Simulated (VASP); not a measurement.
# MgO (Periclase) (Fm-3m) in VASP: further runs

The runs below take MgO (Periclase) through single point, with r2SCAN.

Everything below comes from runs of VASP 6.6.1. Logs are shortened: lines on timing, memory, paths and dates and some standing lists are left out, and cuts for length are marked.

**Experimental background.**

From “Electronic structure of alkaline earth and post-transition metal oxides”, 2009, arxiv:0908.1581, for a bulk crystal of MgO: band gap 7.83 eV.

The runs below are set against these values where they give the same quantity.

## Step 1: The cell of the first run

The structure is cubic, space group Fm-3m (No. 225). The conventional cell has a = 4.202 Å, b = 4.202 Å, c = 4.202 Å, α = 90.00°, β = 90.00°, γ = 90.00°. Mg (site symmetry m-3m) has 6 O at 2.10 Å within 2.8 Å. O (site symmetry m-3m) has 6 Mg at 2.10 Å within 2.8 Å.

## Step 2: Single point, r2SCAN

Input file POSCAR:

```
MgO
1.0
    0.0000000000      2.1008996650      2.1008996650
    2.1008996650      0.0000000000      2.1008996650
    2.1008996650      2.1008996650      0.0000000000
Mg O
1 1
Direct
    0.0000000000      0.0000000000      0.0000000000
    0.5000000000      0.5000000000      0.5000000000
```

Input file INCAR.step1:

```
  ALGO = Normal
  EDIFF = 1E-5
  ENCUT = 660
  GGA = PE
  GGA_COMPAT = F
  ISMEAR = 0
  LASPH = T
  LCHARG = F
  LREAL = F
  LWAVE = T
  NBANDS = 11
  NELM = 120
  PREC = Accurate
  SIGMA = 0.05
```

Input file INCAR.step2:

```
  ALGO = Normal
  EDIFF = 1E-6
  ENCUT = 660
  GGA_COMPAT = F
  ISIF = 2
  ISMEAR = 0
  ISTART = 1
  LASPH = T
  LCHARG = T
  LELF = T
  LMIXTAU = T
  LREAL = F
  LVHAR = T
  LWAVE = F
  METAGGA = R2SCAN
  NBANDS = 11
  NELM = 120
  PREC = Accurate
  SIGMA = 0.05
```

Input file KPOINTS:

```
k-points
0
Gamma
  8 8 8
```

Potentials or basis: VASP PAW PBE potentials, release 64 (Mg, O).

Run with:

```sh
> cat potpaw_PBE.64/Mg/POTCAR potpaw_PBE.64/O/POTCAR > POTCAR
> cp INCAR.step1 INCAR
> mpirun -np 1 vasp_std > vasp.out
> cp INCAR.step2 INCAR
> mpirun -np 1 vasp_std > vasp.out
```

OUTCAR:

```text
EDIFF = 1E-6
   ENCUT = 660
   ISIF = 2
   ISMEAR = 0
   ISTART = 1
   LASPH = T
   LREAL = F
   METAGGA = R2SCAN
   NELM = 120
   PREC = Accurate

 ion  position               nearest neighbor table
   1  0.000  0.000  0.000-   2 2.10   2 2.10   2 2.10   2 2.10   2 2.10   2 2.10
   2  0.500  0.500  0.500-   1 2.10   1 2.10   1 2.10   1 2.10   1 2.10   1 2.10

  LATTYP: Found a face centered cubic cell.
 ALAT       =     4.2017993300

  Lattice vectors:

 A1 = (   0.0000000000,   2.1008996650,   2.1008996650)
 A2 = (   2.1008996650,   0.0000000000,   2.1008996650)
 A3 = (   2.1008996650,   2.1008996650,   0.0000000000)

Analysis of symmetry for initial positions (statically):
=====================================================================
 Subroutine PRICEL returns:
 Original cell was already a primitive cell.

 Routine SETGRP: Setting up the symmetry group for a
 face centered cubic supercell.

 Subroutine GETGRP returns: Found 48 space group operations
 (whereof 48 operations were pure point group operations)
 out of a pool of 48 trial point group operations.

The static configuration has the point symmetry O_h .

Analysis of symmetry for dynamics (positions and initial velocities):
=====================================================================
 Subroutine PRICEL returns:
 Original cell was already a primitive cell.

 Routine SETGRP: Setting up the symmetry group for a
 face centered cubic supercell.

 Subroutine GETGRP returns: Found 48 space group operations
 (whereof 48 operations were pure point group operations)
 out of a pool of 48 trial point group operations.

The dynamic configuration has the point symmetry O_h .

 Subroutine INISYM returns: Found 48 space group operations
 (whereof 48 operations are pure point group operations),
 and found     1 'primitive' translations

----------------------------------------------------------------------------------------

                                     Primitive cell

  volume of cell :      18.5458

  direct lattice vectors                    reciprocal lattice vectors
     0.000000000  2.100899665  2.100899665    -0.237993279  0.237993279  0.237993279
     2.100899665  0.000000000  2.100899665     0.237993279 -0.237993279  0.237993279
     2.100899665  2.100899665  0.000000000     0.237993279  0.237993279 -0.237993279

  length of vectors
     2.971120799  2.971120799  2.971120799     0.412216451  0.412216451  0.412216451

  position of ions in fractional coordinates (direct lattice)
     0.000000000  0.000000000  0.000000000
     0.500000000  0.500000000  0.500000000

[... 81 lines left out ...]
   NFREE  =      0    steps in history (QN), initial steepest desc. (CG)
   ISIF   =      2    stress and relaxation
   ISYM   =      2    0-nonsym 1-usesym 2-fastsym
   POTIM  = 0.5000    time-step for ionic-motion
   TEBEG  =    0.0;   TEEND  =   0.0 temperature during run
   PSTRESS=    0.0 pullay stress
   NELECT =       8.0000    total number of electrons
   NUPDOWN=      -1.0000    fix difference up-down
   EMIN   =  10.00;   EMAX   =-10.00  energy-range for DOS
   EFERMI =   0.00;   METHOD = LEGACY
   ISMEAR =     0;   SIGMA  =   0.05  broadening in eV -4-tet -1-fermi 0-gaus
   EFERMI_NEDOS =   21; number of points for ismear=-14 and -15
   IALGO  =     38    algorithm
   IMIX   =      4    mixing-type and parameters
     AMIX     =   0.40;   BMIX     =  1.00
     AMIX_MAG =   1.60;   BMIX_MAG =  1.00
  volume/ion in A,a.u.               =       9.27        62.58
  Fermi-wavevector in a.u.,A,eV,Ry     =   1.236962  2.337518 20.817917  1.530074
  Thomas-Fermi vector in A             =   2.371548
   LORBIT       =      0    0 simple, 1 ext, 2 COOP (PROOUT), +10 PAW based schemes
   METAGGA = R2SCAN    functional components
   LHFCALC =     F    Hartree Fock is set to
   AEXX    =    0.0000 exact exchange contribution
   IVDW    =     0    specifies the selected vdW correction
   LEPSILON=     F    determine dielectric tensor
   LRPA    =     F    only Hartree local field effects (RPA)
 non-spin polarized calculation
 Gauss-broadening in eV      SIGMA  =   0.05
  energy-cutoff  :      660.00
  volume of cell :       18.55
 maximum number of plane-waves:       725
 NGX is ok and might be reduce to    28
   NGX = 13   NGY = 13   NGZ = 13

 number of electron       7.9999999 magnetization

 Free energy of the ion-electron system (eV)
  ---------------------------------------------------
  ext. energy  EPLUGINS =         0.00000000
  ---------------------------------------------------
  free energy    TOTEN  =       -16.16765552 eV

  energy without entropy =      -16.16765552  energy(sigma->0) =      -16.16765552

 E-fermi :   3.0584     XC(G=0): -11.6298

 val. band max:        2.8264940159   @ k =   0.0000   0.0000   0.0000
 cond. band min:       8.5098922021   @ k =   0.0000   0.0000   0.0000
 fundamental gap:      5.6833981863
 Fermi energy:         3.0583830389

 k-point     1 :       0.0000    0.0000    0.0000
  band No.  band energies     occupation
      1     -15.4088      2.00000
      2       2.8265      2.00000
      3       2.8265      2.00000
      4       2.8265      2.00000
      5       8.5099      0.00000
      6      19.7092      0.00000
      7      19.7092      0.00000
      8      19.7092      0.00000
      9      23.8777      0.00000
     10      25.6512      0.00000
     11      25.6512      0.00000
[... 309 lines left out ...]
 k-point    24 :      -0.3750    0.2500    0.1250
  band No.  band energies     occupation
      1     -13.9960      2.00000
      2      -1.1973      2.00000
      3       0.8697      2.00000
      4       1.8113      2.00000
      5      13.5105      0.00000
      6      16.2352      0.00000
      7      17.5571      0.00000
      8      21.0269      0.00000
      9      24.6918      0.00000
     10      26.4279      0.00000
     11      30.6685      0.00000

 [... further k-points ...]
[... 5 lines left out ...]
  --------------------------------------------------------------------------------------
  -------------------------------------------------------------------------------------
  Total       -0.1315999     -0.1315999     -0.1315999      0.0000000      0.0000000     -0.0000000
  in kB      -11.3689493    -11.3689493    -11.3689493      0.0000000      0.0000000     -0.0000000
  external PRESSURE =     -11.3689493 kB  Pullay stress =       0.0000000 kB

 VOLUME and BASIS-vectors are now :
 -----------------------------------------------------------------------------
  energy-cutoff  :      660.00
  volume of cell :       18.55
      direct lattice vectors                 reciprocal lattice vectors
     0.000000000  2.100899665  2.100899665    -0.237993279  0.237993279  0.237993279
     2.100899665  0.000000000  2.100899665     0.237993279 -0.237993279  0.237993279
     2.100899665  2.100899665  0.000000000     0.237993279  0.237993279 -0.237993279

 POSITION                                       TOTAL-FORCE (eV/Angst)
 -----------------------------------------------------------------------------------
      0.00000      0.00000      0.00000         0.000000      0.000000     -0.000000
      2.10090      2.10090      2.10090        -0.000000     -0.000000      0.000000
 -----------------------------------------------------------------------------------
    total drift:                                0.000000      0.000000      0.000000

  FREE ENERGIE OF THE ION-ELECTRON SYSTEM (eV)
  ---------------------------------------------------
  free  energy   TOTEN  =       -16.1676555230 eV

  energy  without entropy=      -16.1676555230  energy(sigma->0) =      -16.16765552
```

OUTCAR.step1:

```text
EDIFF = 1E-5
   ENCUT = 660
   GGA = PE
   ISMEAR = 0
   LASPH = T
[... 557 lines left out ...]
 -----------------------------------------------------------------------------------
      0.00000      0.00000      0.00000        -0.000000      0.000000      0.000000
      2.10090      2.10090      2.10090         0.000000     -0.000000     -0.000000
 -----------------------------------------------------------------------------------
    total drift:                                0.000000      0.000000      0.000000

  FREE ENERGIE OF THE ION-ELECTRON SYSTEM (eV)
  ---------------------------------------------------
  free  energy   TOTEN  =       -11.9074086705 eV

  energy  without entropy=      -11.9074086704  energy(sigma->0) =      -11.90740867
```

Run time: 34 s. Hardware: 1 thread of Intel Xeon Platinum 8559C (Emerald Rapids), shared host; peak memory 0.17 GiB.

Results:

- Free energy: -16.1677 eV
- Pressure: -1.1 GPa
- Band gap on the k mesh: 5.68 eV, direct

Caveat: the PAW data sets were made with another functional, which shifts forces and pressure a little.

## Step 3: Single point, r2SCAN

This run uses another cell than the first one, of 9.63 Å³/atom, 1.038 times its volume.

Input file POSCAR:

```
MgO
1.0
    0.0000000000      2.1274969947      2.1274969947
    2.1274969947      0.0000000000      2.1274969947
    2.1274969947      2.1274969947      0.0000000000
Mg O
1 1
Direct
    0.0000000000      0.0000000000      0.0000000000
    0.5000000000      0.5000000000      0.5000000000
```

Input file INCAR.step1:

```
PREC     = Accurate       # precision mode
ENCUT    = 660            # plane-wave cutoff, eV
ISMEAR   = 0              # smearing method
SIGMA    = 0.05           # smearing width, eV
LREAL    = False          # projectors in reciprocal space
LASPH    = True           # aspherical terms in the spheres
NELM     = 120            # most SCF steps
NBANDS   = 11             # bands
GGA      = PE             # functional
ALGO     = Normal         # electronic algorithm
EDIFF    = 1E-5           # SCF threshold, eV
LWAVE    = True           # write WAVECAR
LCHARG   = False          # write CHGCAR
GGA_COMPAT= False
```

Input file INCAR.step2:

```
PREC     = Accurate       # precision mode
ENCUT    = 660            # plane-wave cutoff, eV
EDIFF    = 1E-6           # SCF threshold, eV
ISMEAR   = 0              # smearing method
SIGMA    = 0.05           # smearing width, eV
LREAL    = False          # projectors in reciprocal space
LASPH    = True           # aspherical terms in the spheres
NELM     = 120            # most SCF steps
ALGO     = Normal         # electronic algorithm
ISIF     = 2              # what is computed and relaxed
LWAVE    = False          # write WAVECAR
LCHARG   = False          # write CHGCAR
METAGGA  = R2SCAN         # meta-GGA
LMIXTAU  = True         
NBANDS   = 11             # bands
ISTART   = 1            
GGA_COMPAT= False
```

Input file KPOINTS:

```
regular mesh
0
Gamma
  8 8 8
```

Potentials or basis: VASP PAW PBE potentials, release 64 (Mg, O).

Run with:

```sh
> cat potpaw_PBE.64/Mg/POTCAR potpaw_PBE.64/O/POTCAR > POTCAR
> cp INCAR.step1 INCAR
> mpirun -np 1 vasp_std > vasp.out
> cp INCAR.step2 INCAR
> mpirun -np 1 vasp_std > vasp.out
```

OUTCAR:

```text
PREC = Accurate
   ENCUT = 660
   EDIFF = 1E-6
   ISMEAR = 0
   LREAL = False
   LASPH = True
   NELM = 120
   ISIF = 2
   METAGGA = R2SCAN
   ISTART = 1

 ion  position               nearest neighbor table
   1  0.000  0.000  0.000-   2 2.13   2 2.13   2 2.13   2 2.13   2 2.13   2 2.13
   2  0.500  0.500  0.500-   1 2.13   1 2.13   1 2.13   1 2.13   1 2.13   1 2.13

  LATTYP: Found a face centered cubic cell.
 ALAT       =     4.2549939894

  Lattice vectors:

 A1 = (   0.0000000000,   2.1274969947,   2.1274969947)
 A2 = (   2.1274969947,   0.0000000000,   2.1274969947)
 A3 = (   2.1274969947,   2.1274969947,   0.0000000000)

Analysis of symmetry for initial positions (statically):
=====================================================================
 Subroutine PRICEL returns:
 Original cell was already a primitive cell.

 Routine SETGRP: Setting up the symmetry group for a
 face centered cubic supercell.

 Subroutine GETGRP returns: Found 48 space group operations
 (whereof 48 operations were pure point group operations)
 out of a pool of 48 trial point group operations.

The static configuration has the point symmetry O_h .

Analysis of symmetry for dynamics (positions and initial velocities):
=====================================================================
 Subroutine PRICEL returns:
 Original cell was already a primitive cell.

 Routine SETGRP: Setting up the symmetry group for a
 face centered cubic supercell.

 Subroutine GETGRP returns: Found 48 space group operations
 (whereof 48 operations were pure point group operations)
 out of a pool of 48 trial point group operations.

The dynamic configuration has the point symmetry O_h .

 Subroutine INISYM returns: Found 48 space group operations
 (whereof 48 operations are pure point group operations),
 and found     1 'primitive' translations

----------------------------------------------------------------------------------------

                                     Primitive cell
[... 114 lines left out ...]
  Thomas-Fermi vector in A             =   2.356678
   LORBIT       =      0    0 simple, 1 ext, 2 COOP (PROOUT), +10 PAW based schemes
   METAGGA = R2SCAN    functional components
   LHFCALC =     F    Hartree Fock is set to
   AEXX    =    0.0000 exact exchange contribution
   IVDW    =     0    specifies the selected vdW correction
   LEPSILON=     F    determine dielectric tensor
   LRPA    =     F    only Hartree local field effects (RPA)
 non-spin polarized calculation
 Gauss-broadening in eV      SIGMA  =   0.05
  energy-cutoff  :      660.00
  volume of cell :       19.26
 maximum number of plane-waves:       754
 NGX is ok and might be reduce to    28
   NGX = 13   NGY = 13   NGZ = 13

 number of electron       8.0000000 magnetization

 Free energy of the ion-electron system (eV)
  ---------------------------------------------------
  ext. energy  EPLUGINS =         0.00000000
  ---------------------------------------------------
  free energy    TOTEN  =       -16.15103111 eV

  energy without entropy =      -16.15103111  energy(sigma->0) =      -16.15103111

 E-fermi :   2.8089     XC(G=0): -11.4368

 val. band max:        2.5538150777   @ k =   0.0000   0.0000   0.0000
 cond. band min:       7.8596412726   @ k =   0.0000   0.0000   0.0000
 fundamental gap:      5.3058261949
 Fermi energy:         2.8089201105

 k-point     1 :       0.0000    0.0000    0.0000
  band No.  band energies     occupation
      1     -15.4923      2.00000
      2       2.5538      2.00000
      3       2.5538      2.00000
      4       2.5538      2.00000
      5       7.8596      0.00000
      6      19.2124      0.00000
      7      19.2124      0.00000
      8      19.2124      0.00000
      9      23.2723      0.00000
     10      25.0069      0.00000
     11      25.0069      0.00000
[... 309 lines left out ...]
 k-point    24 :      -0.3750    0.2500    0.1250
  band No.  band energies     occupation
      1     -14.1801      2.00000
      2      -1.3228      2.00000
      3       0.6801      2.00000
      4       1.5885      2.00000
      5      12.9569      0.00000
      6      15.5861      0.00000
      7      16.8650      0.00000
      8      20.2768      0.00000
      9      23.9541      0.00000
     10      25.6271      0.00000
     11      29.7648      0.00000

 [... further k-points ...]
[... 5 lines left out ...]
  --------------------------------------------------------------------------------------
  -------------------------------------------------------------------------------------
  Total       -0.8370883     -0.8370883     -0.8370883      0.0000000     -0.0000000      0.0000000
  in kB      -69.6377953    -69.6377953    -69.6377953      0.0000000     -0.0000000      0.0000000
  external PRESSURE =     -69.6377953 kB  Pullay stress =       0.0000000 kB

 VOLUME and BASIS-vectors are now :
 -----------------------------------------------------------------------------
  energy-cutoff  :      660.00
  volume of cell :       19.26
      direct lattice vectors                 reciprocal lattice vectors
     0.000000000  2.127496995  2.127496995    -0.235017958  0.235017958  0.235017958
     2.127496995  0.000000000  2.127496995     0.235017958 -0.235017958  0.235017958
     2.127496995  2.127496995  0.000000000     0.235017958  0.235017958 -0.235017958

 POSITION                                       TOTAL-FORCE (eV/Angst)
 -----------------------------------------------------------------------------------
      0.00000      0.00000      0.00000         0.000000      0.000000      0.000000
      2.12750      2.12750      2.12750        -0.000000     -0.000000     -0.000000
 -----------------------------------------------------------------------------------
    total drift:                                0.000000      0.000000      0.000000

  FREE ENERGIE OF THE ION-ELECTRON SYSTEM (eV)
  ---------------------------------------------------
  free  energy   TOTEN  =       -16.1510311093 eV

  energy  without entropy=      -16.1510311093  energy(sigma->0) =      -16.15103111
```

Run time: 29 s. Hardware: 1 thread of Intel Xeon Platinum 8559C (Emerald Rapids), shared host; peak memory 0.17 GiB.

What came out:

```yaml
Free_energy: -16.1510 eV
Pressure: -7.0 GPa
Band_gap_on_the_k_mesh: 5.31 eV, direct
```

Caveat: the PAW data sets were made with another functional, which shifts forces and pressure a little. r2SCAN opens gaps a little over a GGA but as a rule still falls short of measured ones.

[end of part 1 of 2]
